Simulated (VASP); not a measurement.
# VN2 (I4/mcm) in VASP: a series of runs

VN2 is run at these levels: PBEsol; tasks: single point.

Everything below comes from runs of VASP 6.6.1. Logs are shortened: lines on timing, memory, paths and dates and some standing lists are left out, and cuts for length are marked.

**1. The cell of the first run**

The structure is tetragonal, space group I4/mcm (No. 140). The conventional cell has a = 4.301 Å, b = 4.301 Å, c = 4.983 Å, α = 90.00°, β = 90.00°, γ = 90.00°. V (site symmetry 422) has 8 N at 2.13 Å and 2 V at 2.49 Å within 2.8 Å. N (site symmetry m2m) has 1 N at 1.40 Å within 1.9 Å.

**2. Single point, PBEsol**

Contents of INCAR:

```
PREC     = Accurate       # precision mode
ENCUT    = 520            # plane-wave cutoff, eV
EDIFF    = 1E-6           # SCF threshold, eV
ISMEAR   = 0              # smearing method
SIGMA    = 0.1            # smearing width, eV
LREAL    = F              # projectors in reciprocal space
LASPH    = T              # aspherical terms in the spheres
NELM     = 100            # most SCF steps
ALGO     = Normal         # electronic algorithm
ISIF     = 2              # what is computed and relaxed
LWAVE    = F              # write WAVECAR
LCHARG   = T              # write CHGCAR
GGA      = PS             # functional
LELF     = T              # ELF
LVHAR    = T            
NBANDS   = 32             # bands
```

Contents of KPOINTS:

```
Automatic mesh
0
Gamma
  1 1 1
```

Contents of POSCAR:

```
VN2
1.0
   -2.1507500000      2.1507500000      2.4913500000
    2.1507500000     -2.1507500000      2.4913500000
    2.1507500000      2.1507500000     -2.4913500000
V N
2 4
Direct
    0.2500000000      0.2500000000      0.0000000000
    0.7500000000      0.7500000000      0.0000000000
    0.1151000000      0.6151000000      0.7302000000
    0.6151000000      0.8849000000      0.5000000000
    0.8849000000      0.3849000000      0.2698000000
    0.3849000000      0.1151000000      0.5000000000
```

Potentials or basis: VASP PAW PBE potentials, release 64 (V_sv, N).

Command:

```sh
> cat potpaw_PBE.64/V_sv/POTCAR potpaw_PBE.64/N/POTCAR > POTCAR
> mpirun -np 1 vasp_gam > vasp.out
```

OUTCAR:

```text
PREC = Accurate
   ENCUT = 520
   EDIFF = 1E-6
   ISMEAR = 0
   LREAL = F
   LASPH = T
   NELM = 100
   ISIF = 2
   GGA = PS

 ion  position               nearest neighbor table
   1  0.250  0.250  0.000-   5 2.13   3 2.13   4 2.13   6 2.13   6 2.13   3 2.13   4 2.13   5 2.13
                             2 2.49   2 2.49
   2  0.750  0.750  0.000-   5 2.13   3 2.13   4 2.13   6 2.13   4 2.13   6 2.13   3 2.13   5 2.13
                             1 2.49   1 2.49
   3  0.115  0.615  0.730-   5 1.40   1 2.13   1 2.13   2 2.13   2 2.13
   4  0.615  0.885  0.500-   6 1.40   2 2.13   1 2.13   2 2.13   1 2.13
   5  0.885  0.385  0.270-   3 1.40   2 2.13   1 2.13   2 2.13   1 2.13
   6  0.385  0.115  0.500-   4 1.40   1 2.13   2 2.13   1 2.13   2 2.13

  LATTYP: Found a body centered tetragonal cell.
 ALAT       =     4.3015000000
 C/A-ratio  =     1.1583633616

  Lattice vectors:

 A1 = (  -2.1507500000,   2.1507500000,   2.4913500000)
 A2 = (   2.1507500000,  -2.1507500000,   2.4913500000)
 A3 = (   2.1507500000,   2.1507500000,  -2.4913500000)

Analysis of symmetry for initial positions (statically):
=====================================================================
 Subroutine PRICEL returns:
 Original cell was already a primitive cell.

 Routine SETGRP: Setting up the symmetry group for a
 body centered tetragonal supercell.

 Subroutine GETGRP returns: Found 16 space group operations
 (whereof  8 operations were pure point group operations)
 out of a pool of 16 trial point group operations.

The static configuration has the point symmetry C_4h.
 The point group associated with its full space group is D_4h.

Analysis of symmetry for dynamics (positions and initial velocities):
=====================================================================
 Subroutine PRICEL returns:
 Original cell was already a primitive cell.

 Routine SETGRP: Setting up the symmetry group for a
 body centered tetragonal supercell.

 Subroutine GETGRP returns: Found 16 space group operations
 (whereof  8 operations were pure point group operations)
 out of a pool of 16 trial point group operations.

The dynamic configuration has the point symmetry C_4h.
 The point group associated with its full space group is D_4h.

 Subroutine INISYM returns: Found 16 space group operations
 (whereof  8 operations are pure point group operations),
 and found     1 'primitive' translations

----------------------------------------------------------------------------------------

                                     Primitive cell

  volume of cell :      46.0972

  direct lattice vectors                    reciprocal lattice vectors
    -2.150750000  2.150750000  2.491350000     0.000000000  0.232477043  0.200694403
     2.150750000 -2.150750000  2.491350000     0.232477043  0.000000000  0.200694403
     2.150750000  2.150750000 -2.491350000     0.232477043  0.232477043  0.000000000

  length of vectors
     3.931701406  3.931701406  3.931701406     0.307121830  0.307121830  0.328772187

  position of ions in fractional coordinates (direct lattice)
     0.250000000  0.250000000  0.000000000
     0.750000000  0.750000000  0.000000000
     0.115100000  0.615100000  0.730200000
     0.615100000  0.884900000  0.500000000
     0.884900000  0.384900000  0.269800000
     0.384900000  0.115100000  0.500000000

  ion indices of the primitive-cell ions
   primitive index   ion index
                 1           1
                 2           2
                 3           3
                 4           4
                 5           5
                 6           6

----------------------------------------------------------------------------------------

 KPOINTS: Automatic mesh

Automatic generation of k-mesh.
 Grid dimensions read from file:
 generate k-points for:    1    1    1

 Generating k-lattice:

  Cartesian coordinates                     Fractional coordinates (reciprocal lattice)
     0.000000000  0.232477043  0.200694403     1.000000000  0.000000000  0.000000000
     0.232477043  0.000000000  0.200694403     0.000000000  1.000000000  0.000000000
     0.232477043  0.232477043  0.000000000     0.000000000  0.000000000  1.000000000

  Length of vectors
     0.307121830  0.307121830  0.328772187

  Shift w.r.t. Gamma in fractional coordinates (k-lattice)
     0.000000000  0.000000000  0.000000000

 Subroutine IBZKPT returns following result:
 ===========================================

 Found      1 irreducible k-points:

 Following reciprocal coordinates:
            Coordinates               Weight
  0.000000  0.000000  0.000000      1.000000
   k-points           NKPTS =      1   k-points in BZ     NKDIM =      1   number of bands    NBANDS=     32
   number of dos      NEDOS =    301   number of ions     NIONS =      6
   total plane-waves  NPLWV =  27000
   dimension x,y,z NGX =    30 NGY =   30 NGZ =   30
   dimension x,y,z NGXF=    60 NGYF=   60 NGZF=   60
   ions per type =               2   4
   NGX,Y,Z   is equivalent  to a cutoff of  12.69, 12.69, 12.69 a.u.
   NGXF,Y,Z  is equivalent  to a cutoff of  25.37, 25.37, 25.37 a.u.
 SYSTEM =  unknown system
   PREC   = accura    normal or accurate (medium, high low for compatibility)
   ISTART =      0    job   : 0-new  1-cont  2-samecut
   ICHARG =      2    charge: 1-file 2-atom 10-const
   ISPIN  =      1    spin polarized calculation?
   LNONCOLLINEAR =      F non collinear calculations
   LSORBIT =      F    spin-orbit coupling
   LASPH  =      T    aspherical Exc in radial PAW
   ENCUT  =  520.0 eV  38.22 Ry    6.18 a.u.   7.31  7.31  7.31*2*pi/ulx,y,z
   NELM   =    100;   NELMIN=  2; NELMDL= -5     # of ELM steps
   EDIFF  = 0.1E-05   stopping-criterion for ELM
   LREAL  =      F    real-space projection
[... 7 lines left out ...]
   TEBEG  =    0.0;   TEEND  =   0.0 temperature during run
   PSTRESS=    0.0 pullay stress
   NELECT =      46.0000    total number of electrons
   NUPDOWN=      -1.0000    fix difference up-down
   EMIN   =  10.00;   EMAX   =-10.00  energy-range for DOS
   EFERMI =   0.00;   METHOD = LEGACY
   ISMEAR =     0;   SIGMA  =   0.10  broadening in eV -4-tet -1-fermi 0-gaus
   EFERMI_NEDOS =   21; number of points for ismear=-14 and -15
   IALGO  =     38    algorithm
   IMIX   =      4    mixing-type and parameters
     AMIX     =   0.40;   BMIX     =  1.00
     AMIX_MAG =   1.60;   BMIX_MAG =  1.00
  volume/ion in A,a.u.               =       7.68        51.85
  Fermi-wavevector in a.u.,A,eV,Ry     =   1.635947  3.091492 36.413581  2.676323
  Thomas-Fermi vector in A             =   2.727335
   LORBIT       =      0    0 simple, 1 ext, 2 COOP (PROOUT), +10 PAW based schemes
   GGA     = PS    functional components
   LHFCALC =     F    Hartree Fock is set to
   AEXX    =    0.0000 exact exchange contribution
   IVDW    =     0    specifies the selected vdW correction
   LEPSILON=     F    determine dielectric tensor
   LRPA    =     F    only Hartree local field effects (RPA)
 non-spin polarized calculation
 Gauss-broadening in eV      SIGMA  =   0.10
  energy-cutoff  :      520.00
  volume of cell :       46.10
 maximum number of plane-waves:       629
 NGX is ok and might be reduce to    30
   NGX = 15   NGY = 15   NGZ = 15

 number of electron      46.0000010 magnetization

 Free energy of the ion-electron system (eV)
  ---------------------------------------------------
  ext. energy  EPLUGINS =         0.00000000
  ---------------------------------------------------
  free energy    TOTEN  =       -56.69763839 eV

  energy without entropy =      -56.69763839  energy(sigma->0) =      -56.69763839

 E-fermi :   9.3838     XC(G=0): -13.9368

 val. band max:        8.8625871025   @ k =   0.0000   0.0000   0.0000
 cond. band min:      10.8623777619   @ k =   0.0000   0.0000   0.0000
 fundamental gap:      1.9997906594
 Fermi energy:         9.3838446535

 k-point     1 :       0.0000    0.0000    0.0000
  band No.  band energies     occupation
      1     -55.5908      2.00000
      2     -55.4338      2.00000
      3     -29.8318      2.00000
      4     -29.3961      2.00000
      5     -29.3961      2.00000
      6     -29.3895      2.00000
[... 24 lines left out ...]
     31      12.7382      0.00000
     32      15.4359      0.00000

------------------------ aborting loop because EDIFF is reached ----------------------------------------

  FORCE on cell =-STRESS in cart. coord.  units (eV):
  Direction    XX          YY          ZZ          XY          YZ          ZX
  --------------------------------------------------------------------------------------
  -------------------------------------------------------------------------------------
  Total       -5.3937845     -5.3937845      0.2586487      0.0000000      0.0000000      0.0000000
  in kB     -187.4690479   -187.4690479      8.9897211      0.0000000      0.0000000      0.0000000
  external PRESSURE =    -121.9827915 kB  Pullay stress =       0.0000000 kB

 VOLUME and BASIS-vectors are now :
 -----------------------------------------------------------------------------
  energy-cutoff  :      520.00
  volume of cell :       46.10
      direct lattice vectors                 reciprocal lattice vectors
    -2.150750000  2.150750000  2.491350000     0.000000000  0.232477043  0.200694403
     2.150750000 -2.150750000  2.491350000     0.232477043  0.000000000  0.200694403
     2.150750000  2.150750000 -2.491350000     0.232477043  0.232477043  0.000000000

 POSITION                                       TOTAL-FORCE (eV/Angst)
 -----------------------------------------------------------------------------------
      0.00000      0.00000      1.24568         0.000000      0.000000      0.000000
      0.00000      0.00000      3.73703         0.000000     -0.000000      0.000000
      2.64585      0.49510      0.00000         0.162782      0.162782     -0.000000
      1.65565      0.49510      2.49135        -0.162782      0.162782      0.000000
     -0.49510      1.65565      2.49135        -0.162782     -0.162782      0.000000
      0.49510      1.65565      0.00000         0.162782     -0.162782      0.000000
 -----------------------------------------------------------------------------------
    total drift:                                0.000000      0.000000     -0.000000

  FREE ENERGIE OF THE ION-ELECTRON SYSTEM (eV)
  ---------------------------------------------------
  free  energy   TOTEN  =       -56.6976383921 eV

  energy  without entropy=      -56.6976383921  energy(sigma->0) =      -56.69763839
```

Wall time 4.4 s (1 thread of AMD EPYC 9R45 (Zen 5), shared host); peak memory 0.12 GiB.

What came out:

```
Free energy            : -56.6976 eV
Pressure               : -12.2 GPa
Largest force          : 0.230 eV/Å
Band gap on the k mesh : 2.00 eV
```

Forces on the atoms (eV/Å):
```
V    0.000  0.000  0.000
V    0.000  0.000  0.000
N    0.163  0.163  0.000
N   -0.163  0.163  0.000
N   -0.163 -0.163  0.000
N    0.163 -0.163  0.000
```

Levels at points of the mesh, in eV from the valence-band top:
| k point | band 20 | band 21 | band 22 | band 23 | band 24 | band 25 | band 26 | band 27 |
| --- | --- | --- | --- | --- | --- | --- | --- | --- |
| (0.00, 0.00, 0.00) | -0.79 | -0.70 | 0.00 | 0.00 | 2.00 | 2.18 | 2.18 | 3.00 |

Caveat: the k points lie up to 2.07 Å⁻¹ apart; the PAW data sets were made with another functional, which shifts forces and pressure a little. A k mesh can miss the band edges.

**3. Single point, PBEsol**

Contents of INCAR:

```
ALGO     = Normal         # electronic algorithm
EDIFF    = 1E-6           # SCF threshold, eV
ENCUT    = 520            # plane-wave cutoff, eV
GGA      = PS             # functional
ISIF     = 2              # what is computed and relaxed
ISMEAR   = 0              # smearing method
LASPH    = T              # aspherical terms in the spheres
LCHARG   = F              # write CHGCAR
LREAL    = F              # projectors in reciprocal space
LWAVE    = F              # write WAVECAR
NBANDS   = 32             # bands
NELM     = 60             # most SCF steps
PREC     = Accurate       # precision mode
SIGMA    = 0.1            # smearing width, eV
```

Contents of KPOINTS:

```
k-points
0
Gamma
  2 2 2
```

POSCAR is that of step 2.

Potentials or basis: VASP PAW PBE potentials, release 64 (V_sv, N).

Command:

```sh
> cat potpaw_PBE.64/V_sv/POTCAR potpaw_PBE.64/N/POTCAR > POTCAR
> mpirun -np 1 vasp_std > vasp.out
```

Run time: 7.1 s. Hardware: 1 thread of AMD EPYC 9R45 (Zen 5), shared host; peak memory 0.13 GiB.

Results (log left out):

```yaml
Free_energy: -56.3417 eV
Pressure: -7.6 GPa
Largest_force: 0.063 eV/Å
Band_gap_on_the_k_mesh: zero (band 23 reaches 11.44 eV, above the bottom of band 24 at 11.30 eV)
```

Forces in eV/Å, atoms in the order of the input:
```
V    0.000  0.000  0.000
V    0.000  0.000  0.000
N   -0.045 -0.045  0.000
N    0.045 -0.045  0.000
N    0.045  0.045  0.000
N   -0.045  0.045  0.000
```

Stress tensor (GPa, compression positive):
```
-12.13   0.00   0.00
  0.00 -12.13   0.00
  0.00   0.00   1.35
```

Levels at points of the mesh, in eV from the Fermi level:
```csv
k point,band 19,band 20,band 21,band 22,band 23,band 24,band 25,band 26,band 27,band 28
"(0.00, 0.00, 0.00)",-3.42,-3.06,-2.65,-2.65,-2.64,0.82,0.82,0.82,1.39,1.80
"(0.50, 0.00, 0.00)",-3.45,-3.45,-3.21,-3.21,0.06,0.06,0.74,0.74,1.07,1.07
"(0.50, 0.50, 0.00)",-5.00,-4.64,-2.77,-2.71,-1.42,0.03,0.69,1.11,1.90,2.12
"(0.50, 0.50, 0.50)",-4.68,-2.19,-2.19,-0.27,-0.24,-0.08,-0.05,0.08,1.87,1.87
```

Caveat: the k points lie up to 1.03 Å⁻¹ apart; the PAW data sets were made with another functional, which shifts forces and pressure a little; the run has no spin polarisation, though such a crystal can be magnetic.

**4. Single point, PBEsol**

Contents of INCAR:

```
  ALGO = Normal
  EDIFF = 1E-6
  ENCUT = 520
  GGA = PS
  ISIF = 2
  ISMEAR = 0
  LASPH = T
  LCHARG = F
  LREAL = F
  LWAVE = F
  NBANDS = 32
  NELM = 100
  PREC = Accurate
  SIGMA = 0.1
```

Contents of KPOINTS:

```
k-points
0
Gamma
  4 4 4
```

POSCAR is that of step 3.

Command:

```sh
> cat potpaw_PBE.64/V_sv/POTCAR potpaw_PBE.64/N/POTCAR > POTCAR
> mpirun -np 1 vasp_std > vasp.out
```

Wall time 15 s (1 thread of AMD EPYC 9R45 (Zen 5), shared host); peak memory 0.14 GiB.

It converged, with:

```
Free energy            : -56.9101 eV
Pressure               : -11.0 GPa
Largest force          : 0.435 eV/Å
Band gap on the k mesh : zero (band 23 reaches 11.54 eV, above the bottom of band 24 at 11.23 eV)
```

Forces on the atoms (eV/Å):
```
V    0.000  0.000  0.000
V    0.000  0.000  0.000
N   -0.308 -0.308  0.000
N    0.308 -0.308  0.000
N    0.308  0.308  0.000
N   -0.308  0.308  0.000
```

Stress tensor (GPa, compression positive):
```
-10.81   0.00   0.00
  0.00 -10.81   0.00
  0.00   0.00 -11.22
```

Levels at points of the mesh, in eV from the Fermi level:
| k point | band 20 | band 21 | band 22 | band 23 | band 24 | band 25 | band 26 | band 27 |
| --- | --- | --- | --- | --- | --- | --- | --- | --- |
| (0.00, 0.00, 0.00) | -2.95 | -2.69 | -2.68 | -2.68 | 0.71 | 0.87 | 0.87 | 1.30 |
| (0.50, 0.00, 0.00) | -3.44 | -3.23 | -3.23 | 0.15 | 0.15 | 0.70 | 0.70 | 1.01 |
| (0.50, 0.50, 0.00) | -4.66 | -2.83 | -2.61 | -1.42 | -0.04 | 0.76 | 1.07 | 1.82 |
| (0.50, 0.50, 0.50) | -2.19 | -2.19 | -0.31 | -0.17 | -0.15 | -0.13 | -0.01 | 1.91 |

Caveat: the k points lie up to 0.52 Å⁻¹ apart; the PAW data sets were made with another functional, which shifts forces and pressure a little; the run has no spin polarisation, though such a crystal can be magnetic.

**5. The runs side by side**

```tsv
k mesh	gap on the mesh (eV)	pressure (GPa)	largest force (eV/Å)
1 × 1 × 1	2.00	-12.2	0.23
2 × 2 × 2	none	-7.6	0.06
4 × 4 × 4	none	-11.0	0.44
```

Alike in all rows: task single point; level PBEsol; potentials or basis VASP PAW PBE potentials, release 64 (V_sv, N); no spin polarisation; cell as given; cutoff (eV) 520; smearing gaussian 0.1 eV.

Caveats: all runs use coarse meshes; the PAW data sets were made with another functional, which shifts forces and pressure a little; the run has no spin polarisation, though such a crystal can be magnetic (some runs).

Total energies depend on the potentials used, so only differences within one code and one set of settings carry meaning.
